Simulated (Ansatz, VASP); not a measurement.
## Two plane-wave programs on VGe3

```
CELL_PARAMETERS angstrom
4.76800 0.00000 0.00000
0.00000 4.76800 0.00000
0.00000 0.00000 4.76800
ATOMIC_POSITIONS crystal
Ge 0.25000 0.00000 0.50000
Ge 0.50000 0.75000 0.00000
Ge 0.75000 0.00000 0.50000
Ge 0.50000 0.25000 0.00000
Ge 0.00000 0.50000 0.75000
Ge 0.00000 0.50000 0.25000
V 0.00000 0.00000 0.00000
V 0.50000 0.50000 0.50000
```

Alike in both runs: task single point; functional PBE; k mesh 5 × 5 × 5; occupations fermi-dirac, width 0.05 eV; collinear spin.

|  | VASP | Ansatz |
| --- | --- | --- |
| version | VASP 6.6.1 | Ansatz 0.2.0 |
| potentials or method | VASP PAW PBE potentials, release 64 (Ge_d, V_sv), cutoff 520 eV | PAW, plane waves, scalar-relativistic |
| valence electrons in the cell | 110 | 110 |

```csv
,VASP,Ansatz,Ansatz less VASP
net moment per atom (μB),0.30,0.30,0.000
size of the moment on the site where the two differ most (μB),1.08,1.04,-0.042
```

Site moments also hang on the region over which each program counts them.
